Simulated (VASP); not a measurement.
# SrTiO3 (P4mm) in VASP: a series of runs

SrTiO3 is run at these levels: PBEsol; tasks: single point.

Program: VASP 6.6.1. These are calculated values, not measurements. Logs are shortened: lines on timing, memory, paths and dates and some standing lists are left out, and cuts for length are marked.

### Step 1. The cell of the first run

It takes space group P4mm (No. 99, tetragonal). Conventional cell: a = 3.891 Å, b = 3.891 Å, c = 3.891 Å, α = 90.00°, β = 90.00°, γ = 90.00°. Sr (site symmetry 4mm) has 12 O at 2.57 to 2.94 Å and 4 Ti at 3.10 Å within 3.4 Å. Ti (site symmetry 4mm) has 5 O at 1.66 to 1.96 Å within 2.2 Å. Within 2.2 Å of O (site symmetry 4mm) lie 1 Ti at 1.66 Å. Within 2.6 Å of O (site symmetry 2mm) lie 2 Ti at 1.96 Å and 2 Sr at 2.57 Å.

### Step 2. Single point, PBEsol (mode 1 frozen in at -0.031 Å and mode 7 at +0.299 Å (largest displacements))

Contents of INCAR:

```
PREC     = Accurate       # precision mode
ENCUT    = 520            # plane-wave cutoff, eV
EDIFF    = 1E-6           # SCF threshold, eV
ISMEAR   = 0              # smearing method
SIGMA    = 0.05           # smearing width, eV
LREAL    = F              # projectors in reciprocal space
LASPH    = T              # aspherical terms in the spheres
NELM     = 100            # most SCF steps
ALGO     = Normal         # electronic algorithm
ISIF     = 2              # what is computed and relaxed
LWAVE    = F              # write WAVECAR
LCHARG   = F              # write CHGCAR
GGA      = PS             # functional
NBANDS   = 28             # bands
```

Contents of KPOINTS:

```
Automatic mesh
0
Gamma
  8 8 8
```

Contents of POSCAR:

```
SrTiO3
1.0
    3.8913815400      0.0000000000      0.0000000000
    0.0000000000      3.8913815400      0.0000000000
    0.0000000000      0.0000000000      3.8913815400
Sr Ti O
1 1 3
Direct
   -0.0517564256      0.0000000000      0.0000000000
    0.5812916187      0.5000000000      0.5000000000
    0.0082452871      0.5000000000      0.5000000000
    0.5159946167      0.0000000000      0.5000000000
    0.5159946167      0.5000000000      0.0000000000
```

Potentials or basis: VASP PAW PBE potentials, release 64 (Sr_sv, Ti_sv, O).

Started as:

```
$ cat potpaw_PBE.64/Sr_sv/POTCAR potpaw_PBE.64/Ti_sv/POTCAR potpaw_PBE.64/O/POTCAR > POTCAR
$ mpirun -np 1 vasp_std > vasp.out
```

OUTCAR:

```text
PREC = Accurate
   ENCUT = 520
   EDIFF = 1E-6
   ISMEAR = 0
   LREAL = F
   LASPH = T
   NELM = 100
   ISIF = 2
   GGA = PS

 ion  position               nearest neighbor table
   1  0.948  0.000  0.000-   4 2.57   5 2.57   4 2.57   5 2.57   3 2.76   3 2.76   3 2.76   3 2.76
                             4 2.94   5 2.94   4 2.94   5 2.94   2 3.10   2 3.10   2 3.10   2 3.10
   2  0.581  0.500  0.500-   3 1.66   4 1.96   5 1.96   5 1.96   4 1.96   3 2.23   1 3.10   1 3.10
                             1 3.10   1 3.10   1 3.69   1 3.69   1 3.69   1 3.69
   3  0.008  0.500  0.500-   2 1.66   2 2.23   1 2.76   1 2.76   1 2.76   1 2.76
   4  0.516  0.000  0.500-   2 1.96   2 1.96   1 2.57   1 2.57   1 2.94   1 2.94
   5  0.516  0.500  0.000-   2 1.96   2 1.96   1 2.57   1 2.57   1 2.94   1 2.94

  LATTYP: Found a simple cubic cell.
 ALAT       =     3.8913815400

  Lattice vectors:

 A1 = (   3.8913815400,   0.0000000000,   0.0000000000)
 A2 = (   0.0000000000,   3.8913815400,   0.0000000000)
 A3 = (   0.0000000000,   0.0000000000,   3.8913815400)

Analysis of symmetry for initial positions (statically):
=====================================================================
 Subroutine PRICEL returns:
 Original cell was already a primitive cell.

 Routine SETGRP: Setting up the symmetry group for a
 simple cubic supercell.

 Subroutine GETGRP returns: Found  8 space group operations
 (whereof  8 operations were pure point group operations)
 out of a pool of 48 trial point group operations.

The static configuration has the point symmetry C_4v.

Analysis of symmetry for dynamics (positions and initial velocities):
=====================================================================
 Subroutine PRICEL returns:
 Original cell was already a primitive cell.

 Routine SETGRP: Setting up the symmetry group for a
 simple cubic supercell.

 Subroutine GETGRP returns: Found  8 space group operations
 (whereof  8 operations were pure point group operations)
 out of a pool of 48 trial point group operations.

The dynamic configuration has the point symmetry C_4v.

 Subroutine INISYM returns: Found  8 space group operations
 (whereof  8 operations are pure point group operations),
 and found     1 'primitive' translations

----------------------------------------------------------------------------------------

                                     Primitive cell

  volume of cell :      58.9266

  direct lattice vectors                    reciprocal lattice vectors
[... 91 lines left out ...]
   ENCUT  =  520.0 eV  38.22 Ry    6.18 a.u.   7.24  7.24  7.24*2*pi/ulx,y,z
   NELM   =    100;   NELMIN=  2; NELMDL= -5     # of ELM steps
   EDIFF  = 0.1E-05   stopping-criterion for ELM
   LREAL  =      F    real-space projection
   EDIFFG = 0.1E-04   stopping-criterion for IOM
   NSW    =      0    number of steps for IOM
   IBRION =     -1    ionic relax: 0-MD 1-quasi-New 2-CG
   NFREE  =      0    steps in history (QN), initial steepest desc. (CG)
   ISIF   =      2    stress and relaxation
   ISYM   =      2    0-nonsym 1-usesym 2-fastsym
   POTIM  = 0.5000    time-step for ionic-motion
   TEBEG  =    0.0;   TEEND  =   0.0 temperature during run
   PSTRESS=    0.0 pullay stress
   NELECT =      40.0000    total number of electrons
   NUPDOWN=      -1.0000    fix difference up-down
   EMIN   =  10.00;   EMAX   =-10.00  energy-range for DOS
   EFERMI =   0.00;   METHOD = LEGACY
   ISMEAR =     0;   SIGMA  =   0.05  broadening in eV -4-tet -1-fermi 0-gaus
   EFERMI_NEDOS =   21; number of points for ismear=-14 and -15
   IALGO  =     38    algorithm
   IMIX   =      4    mixing-type and parameters
     AMIX     =   0.40;   BMIX     =  1.00
     AMIX_MAG =   1.60;   BMIX_MAG =  1.00
  volume/ion in A,a.u.               =      11.79        79.53
  Fermi-wavevector in a.u.,A,eV,Ry     =   1.438769  2.718879 28.164817  2.070056
  Thomas-Fermi vector in A             =   2.557699
   LORBIT       =      0    0 simple, 1 ext, 2 COOP (PROOUT), +10 PAW based schemes
   GGA     = PS    functional components
   LHFCALC =     F    Hartree Fock is set to
   AEXX    =    0.0000 exact exchange contribution
   IVDW    =     0    specifies the selected vdW correction
   LEPSILON=     F    determine dielectric tensor
   LRPA    =     F    only Hartree local field effects (RPA)
 non-spin polarized calculation
 Gauss-broadening in eV      SIGMA  =   0.05
  energy-cutoff  :      520.00
  volume of cell :       58.93
 maximum number of plane-waves:      1622
 NGX is ok and might be reduce to    30
   NGX = 15   NGY = 15   NGZ = 15

 number of electron      40.0000011 magnetization

 Free energy of the ion-electron system (eV)
  ---------------------------------------------------
  ext. energy  EPLUGINS =         0.00000000
  ---------------------------------------------------
  free energy    TOTEN  =       -41.31817054 eV

  energy without entropy =      -41.31817054  energy(sigma->0) =      -41.31817054

 E-fermi :   4.3731     XC(G=0): -11.5385

 val. band max:        4.1283290822   @ k =   0.5000   0.5000   0.5000
 cond. band min:       6.0088336148   @ k =   0.0000   0.0000   0.0000
 fundamental gap:      1.8805045326
 Fermi energy:         4.3731348534

 k-point     1 :       0.0000    0.0000    0.0000
  band No.  band energies     occupation
      1     -51.6695      2.00000
      2     -28.5981      2.00000
      3     -28.3416      2.00000
      4     -28.0259      2.00000
      5     -28.0259      2.00000
      6     -13.3547      2.00000
[... 733 lines left out ...]
     27      11.9547      0.00000
     28      12.1740      0.00000

 [... further k-points ...]
[... 5 lines left out ...]
  --------------------------------------------------------------------------------------
  -------------------------------------------------------------------------------------
  Total        7.1892693      1.9655530      1.9655530      0.0000000     -0.0000000      0.0000000
  in kB      195.4717000     53.4421481     53.4421481      0.0000000     -0.0000000      0.0000000
  external PRESSURE =     100.7853321 kB  Pullay stress =       0.0000000 kB

 VOLUME and BASIS-vectors are now :
 -----------------------------------------------------------------------------
  energy-cutoff  :      520.00
  volume of cell :       58.93
      direct lattice vectors                 reciprocal lattice vectors
     3.891381540  0.000000000  0.000000000     0.256978143  0.000000000  0.000000000
     0.000000000  3.891381540  0.000000000     0.000000000  0.256978143  0.000000000
     0.000000000  0.000000000  3.891381540     0.000000000  0.000000000  0.256978143

 POSITION                                       TOTAL-FORCE (eV/Angst)
 -----------------------------------------------------------------------------------
      3.68998      0.00000      0.00000         1.659363     -0.000000     -0.000000
      2.26203      1.94569      1.94569        -5.395069     -0.000000     -0.000000
      0.03209      1.94569      1.94569         3.380742     -0.000000      0.000000
      2.00793      0.00000      1.94569         0.177482      0.000000     -0.000000
      2.00793      1.94569      0.00000         0.177482      0.000000     -0.000000
 -----------------------------------------------------------------------------------
    total drift:                                0.000042      0.000000     -0.000000

  FREE ENERGIE OF THE ION-ELECTRON SYSTEM (eV)
  ---------------------------------------------------
  free  energy   TOTEN  =       -41.3181705442 eV

  energy  without entropy=      -41.3181705442  energy(sigma->0) =      -41.31817054
```

OSZICAR:

```text
N       E                     dE             d eps       ncg     rms          rms(c)
DAV:   1     0.429901629174E+03    0.42990E+03   -0.21062E+04  4200   0.159E+03
DAV:   2    -0.470431958409E+01   -0.43461E+03   -0.41549E+03  4796   0.439E+02
DAV:   3    -0.479239158188E+02   -0.43220E+02   -0.42896E+02  5680   0.135E+02
DAV:   4    -0.501199945117E+02   -0.21961E+01   -0.21908E+01  6456   0.261E+01
DAV:   5    -0.501656157090E+02   -0.45621E-01   -0.45612E-01  5728   0.347E+00    0.312E+01
DAV:   6    -0.414339761063E+02    0.87316E+01   -0.45591E+01  6332   0.667E+01    0.176E+01
DAV:   7    -0.414225767636E+02    0.11399E-01   -0.86849E+00  5592   0.243E+01    0.134E+01
DAV:   8    -0.413699024549E+02    0.52674E-01   -0.13026E+00  5216   0.135E+01    0.260E+00
DAV:   9    -0.413242358856E+02    0.45667E-01   -0.29184E-01  5560   0.568E+00    0.107E+00
DAV:  10    -0.413189396971E+02    0.52962E-02   -0.51656E-02  6244   0.224E+00    0.410E-01
DAV:  11    -0.413182811240E+02    0.65857E-03   -0.84154E-03  6044   0.918E-01    0.122E-01
DAV:  12    -0.413182247022E+02    0.56422E-04   -0.12725E-03  5384   0.400E-01    0.858E-02
DAV:  13    -0.413181663521E+02    0.58350E-04   -0.36442E-04  6140   0.149E-01    0.228E-02
DAV:  14    -0.413181715093E+02   -0.51572E-05   -0.55816E-05  5580   0.621E-02    0.153E-02
DAV:  15    -0.413181704971E+02    0.10122E-05   -0.62151E-06  4944   0.185E-02    0.841E-03
DAV:  16    -0.413181705442E+02   -0.47163E-07   -0.11075E-06  2980   0.851E-03
   1 F= -.41318171E+02 E0= -.41318171E+02  d E =-.238153E-14
```

It took 57 s on 1 thread of Intel Xeon 6975P-C (Granite Rapids), shared host; peak memory 0.25 GiB.

Results:

```yaml
Free_energy: -41.3182 eV
Pressure: 10.1 GPa
Largest_force: 5.395 eV/Å
Band_gap_on_the_k_mesh: 1.88 eV, indirect (least direct gap 2.51 eV)
```

Forces in eV/Å, atoms in the order of the input:
```
Sr   1.659  0.000  0.000
Ti  -5.395  0.000  0.000
O    3.381  0.000  0.000
O    0.177  0.000  0.000
O    0.177  0.000  0.000
```

Stress tensor (GPa, compression positive):
```
19.55  0.00  0.00
 0.00  5.34  0.00
 0.00  0.00  5.34
```

Caveat: the cell differs from its parent crystal (mode 1 frozen in at -0.031 Å and mode 7 at +0.299 Å (largest displacements)); the PAW data sets were made with another functional, which shifts forces and pressure a little. A k mesh can miss the band edges.

### Step 3. Single point, PBEsol (mode 1 frozen in at +0.000 Å and mode 7 at -0.075 Å (largest displacements))

Contents of INCAR:

```
SYSTEM = SrTiO3
  PREC = Accurate
  ENCUT = 520
  EDIFF = 1E-7
  ISMEAR = 0
  SIGMA = 0.05
  LREAL = .False.
  LASPH = .True.
  NELM = 100
  ALGO = Normal
  ISIF = 2
  LWAVE = .False.
  LCHARG = .True.
  GGA = PS
  LELF = .True.
  LVHAR = .True.
  NBANDS = 28
```

Contents of KPOINTS:

```
regular mesh
0
Gamma
  8 8 8
  0 0 0
```

Contents of POSCAR:

```
SrTiO3
1.0
    3.8913815400      0.0000000000      0.0000000000
    0.0000000000      3.8913815400      0.0000000000
    0.0000000000      0.0000000000      3.8913815400
Sr Ti O
1 1 3
Direct
    0.0133813282      0.0000000000      0.0000000000
    0.4808037328      0.5000000000      0.5000000000
   -0.0038788005      0.5000000000      0.5000000000
    0.4940137721      0.0000000000      0.5000000000
    0.4940137721      0.5000000000      0.0000000000
```

Potentials or basis: VASP PAW PBE potentials, release 64 (Sr_sv, Ti_sv, O).

Started as:

```
$ cat potpaw_PBE.64/Sr_sv/POTCAR potpaw_PBE.64/Ti_sv/POTCAR potpaw_PBE.64/O/POTCAR > POTCAR
$ mpirun -np 1 vasp_std > vasp.out
```

Run time: 64 s. Hardware: 1 thread of Intel Xeon 6975P-C (Granite Rapids), shared host; peak memory 0.25 GiB.

It converged, with:

```yaml
Free_energy: -41.9903 eV
Pressure: 1.1 GPa
Largest_force: 0.423 eV/Å
Band_gap_on_the_k_mesh: 1.83 eV, indirect (least direct gap 2.22 eV)
```

Forces in eV/Å, atoms in the order of the input:
```
Sr  -0.423  0.000  0.000
Ti   0.392  0.000  0.000
O   -0.041  0.000  0.000
O    0.036  0.000  0.000
O    0.036  0.000  0.000
```

Stress tensor (GPa, compression positive):
```
1.42 0.00 0.00
0.00 0.94 0.00
0.00 0.00 0.94
```

Levels at points of the mesh, in eV from the valence-band top:
| k point | band 16 | band 17 | band 18 | band 19 | band 20 | band 21 | band 22 | band 23 | band 24 | band 25 |
| --- | --- | --- | --- | --- | --- | --- | --- | --- | --- | --- |
| (0.00, 0.00, 0.00) | -1.24 | -1.21 | -0.39 | -0.39 | -0.39 | 1.83 | 1.90 | 1.90 | 4.43 | 4.47 |
| (0.50, 0.00, 0.00) | -2.43 | -2.43 | -2.07 | -0.74 | -0.74 | 2.01 | 3.87 | 3.87 | 4.45 | 6.68 |
| (0.00, 0.50, 0.00) | -2.47 | -2.41 | -1.98 | -0.80 | -0.76 | 2.09 | 3.84 | 3.86 | 4.48 | 6.65 |
| (0.50, 0.50, 0.00) | -2.94 | -1.74 | -1.59 | -1.59 | -0.11 | 3.85 | 3.88 | 4.32 | 5.43 | 7.90 |
| (0.00, 0.50, 0.50) | -2.93 | -1.74 | -1.64 | -1.64 | -0.10 | 3.87 | 3.87 | 4.30 | 5.42 | 7.87 |
| (0.50, 0.50, 0.50) | -3.81 | -3.79 | -0.01 | -0.01 | 0.00 | 4.54 | 4.55 | 4.55 | 6.87 | 6.93 |

Caveat: the cell differs from its parent crystal (mode 1 frozen in at +0.000 Å and mode 7 at -0.075 Å (largest displacements)); the PAW data sets were made with another functional, which shifts forces and pressure a little.

### Step 4. Single point, PBEsol (mode 1 frozen in at -0.062 Å and mode 7 at -0.075 Å (largest displacements))

Contents of INCAR:

```
SYSTEM = SrTiO3
ALGO = Normal
EDIFF = 1E-7
ENCUT = 520
GGA = PS
ISIF = 2
ISMEAR = 0
LASPH = .True.
LCHARG = .False.
LREAL = .False.
LWAVE = .False.
NBANDS = 28
NELM = 100
PREC = Accurate
SIGMA = 0.05
```

Contents of KPOINTS:

```
k-points
0
Gamma
  8 8 8
  0 0 0
```

Contents of POSCAR:

```
SrTiO3
1.0
    3.8913815400      0.0000000000      0.0000000000
    0.0000000000      3.8913815400      0.0000000000
    0.0000000000      0.0000000000      3.8913815400
Sr Ti O
1 1 3
Direct
    0.0169907561      0.0000000000      0.0000000000
    0.4897140410      0.5000000000      0.5000000000
   -0.0184394000      0.5000000000      0.5000000000
    0.4780811272      0.0000000000      0.5000000000
    0.4780811272      0.5000000000      0.0000000000
```

Started as:

```
$ cat potpaw_PBE.64/Sr_sv/POTCAR potpaw_PBE.64/Ti_sv/POTCAR potpaw_PBE.64/O/POTCAR > POTCAR
$ mpirun -np 1 vasp_std > vasp.out
```

It took 87 s on 1 thread of Intel Xeon 6975P-C (Granite Rapids), shared host; peak memory 0.25 GiB.

It converged, with:

- Free energy: -41.9923 eV
- Pressure: 1.2 GPa
- Largest force: 0.426 eV/Å
- Band gap on the k mesh: 1.82 eV, indirect (least direct gap 2.18 eV)

Forces on the atoms (eV/Å):
```
Sr  -0.426  0.000  0.000
Ti   0.344  0.000  0.000
O    0.014  0.000  0.000
O    0.034  0.000  0.000
O    0.034  0.000  0.000
```

Stress tensor (GPa, compression positive):
```
1.39 0.00 0.00
0.00 1.05 0.00
0.00 0.00 1.05
```

Levels at points of the mesh, in eV from the valence-band top:
| k point | band 16 | band 17 | band 18 | band 19 | band 20 | band 21 | band 22 | band 23 | band 24 | band 25 |
| --- | --- | --- | --- | --- | --- | --- | --- | --- | --- | --- |
| (0.00, 0.00, 0.00) | -1.23 | -1.23 | -0.37 | -0.37 | -0.36 | 1.82 | 1.89 | 1.89 | 4.43 | 4.44 |
| (0.50, 0.00, 0.00) | -2.41 | -2.41 | -2.07 | -0.74 | -0.74 | 2.00 | 3.86 | 3.86 | 4.44 | 6.67 |
| (0.00, 0.50, 0.00) | -2.42 | -2.41 | -2.00 | -0.75 | -0.74 | 2.04 | 3.83 | 3.84 | 4.46 | 6.65 |
| (0.50, 0.50, 0.00) | -2.95 | -1.73 | -1.60 | -1.59 | -0.08 | 3.84 | 3.87 | 4.31 | 5.42 | 7.87 |
| (0.00, 0.50, 0.50) | -2.92 | -1.72 | -1.58 | -1.58 | -0.12 | 3.85 | 3.85 | 4.31 | 5.40 | 7.95 |
| (0.50, 0.50, 0.50) | -3.79 | -3.79 | -0.03 | 0.00 | 0.00 | 4.54 | 4.54 | 4.54 | 6.94 | 6.97 |

Caveat: the cell differs from its parent crystal (mode 1 frozen in at -0.062 Å and mode 7 at -0.075 Å (largest displacements)); the PAW data sets were made with another functional, which shifts forces and pressure a little. A k mesh can miss the band edges.
